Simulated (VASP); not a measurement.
Li, 2 atoms in the cell. It takes space group P6_3/mmc (No. 194, hexagonal). The conventional cell has a = 2.690 Å, b = 2.690 Å, c = 4.397 Å, α = 90.00°, β = 90.00°, γ = 120.00°. Within 3.5 Å of Li (site symmetry -6m2) lie 12 Li at 2.69 Å. 

- Program: VASP 6.6.1
- Task: single point
- Functional: PBE
- Potentials or basis: VASP PAW PBE potentials, release 64 (Li_sv)
- Cutoff: 520 eV
- k mesh: 14 × 14 × 8
- Occupations: fermi-dirac, width 0.1 eV
- Spin: no spin polarisation
- Dipole correction: no
- Further INCAR settings: ALGO = Normal; EDIFF = 1e-06; NBANDS = 10

Potentials or basis: VASP PAW PBE potentials, release 64 (Li_sv).

Run with:

```sh
$ cat potpaw_PBE.64/Li_sv/POTCAR > POTCAR
$ mpirun -np 1 vasp_std > vasp.out
```

Hardware: 1 thread of AMD EPYC 9R45 (Zen 5) (shared host).

Task: How long does it take, and how much memory?

Result: It took 13 s on 1 thread of AMD EPYC 9R45 (Zen 5), on a shared host, peak memory 0.11 GiB. Counts: scf iterations 11, k points 120.
